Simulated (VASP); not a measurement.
# In: single point with RPBE

In:

```
CELL_PARAMETERS angstrom
3.54717 0.00000 0.00000
-1.77358 3.07194 0.00000
0.00000 0.00000 5.75695
ATOMIC_POSITIONS crystal
In 0.33333 0.66667 0.25000
In 0.66667 0.33333 0.75000
```

This cell differs from its parent crystal: volume scaled by 1.08.

- Program: VASP 6.6.1
- Task: single point
- Functional: RPBE
- Potentials or basis: VASP PAW PBE potentials, release 64 (In_d)
- Cutoff: 520 eV
- k mesh: 12 × 12 × 7
- Occupations: fermi-dirac, width 0.1 eV
- Spin: no spin polarisation
- Dipole correction: no
- Further INCAR settings: ALGO = Normal; EDIFF = 1e-06; NBANDS = 20

| Item | Value |
| --- | --- |
| Pressure | -1.9 GPa |
| Band gap on the k mesh | zero (band 13 reaches 8.07 eV, above the bottom of band 14 at 3.98 eV) |

Stress tensor (GPa, compression positive):
```
-1.68  0.00  0.00
 0.00 -1.68  0.00
 0.00  0.00 -2.25
```

Levels at points of the mesh, in eV from the Fermi level:
| k point | band 11 | band 12 | band 13 | band 14 | band 15 | band 16 |
| --- | --- | --- | --- | --- | --- | --- |
| (0.00, 0.00, 0.00) | -8.41 | -4.17 | -2.67 | 7.09 | 7.09 | 8.70 |
| (0.50, 0.00, 0.00) | -4.61 | -3.71 | -0.24 | 0.43 | 0.95 | 2.74 |

It took 28 s on 1 thread of Intel(R) Xeon(R) 6975P-C (Granite Rapids) (shared host), peak memory 0.23 GiB.

Caveat: the PAW data sets were made with another functional, which shifts forces and pressure a little; spin-orbit coupling is left out, which moves the levels of the heavy elements.
